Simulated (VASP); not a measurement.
Wanted: the native input for a VASP 6.6.1 run.

| Quantity | Value |
| --- | --- |
| Task | single point |
| Functional | PBE |
| Potentials or basis | VASP PAW PBE potentials, release 64 (Ti_sv) |
| Cutoff | 520 eV |
| k mesh | 16 × 16 × 16 |
| Occupations | fermi-dirac, width 0.0612256 eV |
| Spin | no spin polarisation |
| Dipole correction | no |
| Further INCAR settings | ALGO = Normal; EDIFF = 1e-06; NBANDS = 12 |

The structure of Ti lies in POSCAR:

```
Ti
1.0
    0.0000000000      2.0836287333      2.0836287333
    2.0836287333      0.0000000000      2.0836287333
    2.0836287333      2.0836287333      0.0000000000
Ti
1
Direct
    0.0000000000      0.0000000000      0.0000000000
```

This isn't the form of Ti at room conditions, which is hcp.

The input as run:

INCAR

```
  PREC = Accurate
  ENCUT = 520
  EDIFF = 1E-6
  ISMEAR = -1
  SIGMA = 0.06122561905347299
  LREAL = False
  LASPH = True
  NELM = 80
  ALGO = Normal
  ISIF = 2
  LWAVE = False
  LCHARG = True
  GGA = PE
  LELF = True
  LVHAR = True
  NBANDS = 12
```

KPOINTS

```
Automatic mesh
0
Gamma
  16 16 16
```

Potentials or basis: VASP PAW PBE potentials, release 64 (Ti_sv).

Launch:

```bash
$ cat potpaw_PBE.64/Ti_sv/POTCAR > POTCAR
$ mpirun -np 1 vasp_std > vasp.out
```

It gave:

- Pressure: -4.1 GPa
- Band gap on the k mesh: zero (bands 6 and 7 overlap by 1.21 eV)

Caveat: the cell stands under tension.

It took 27 s on 1 thread of Intel(R) Xeon(R) Platinum 8488C (Sapphire Rapids) (shared host), peak memory 0.16 GiB.
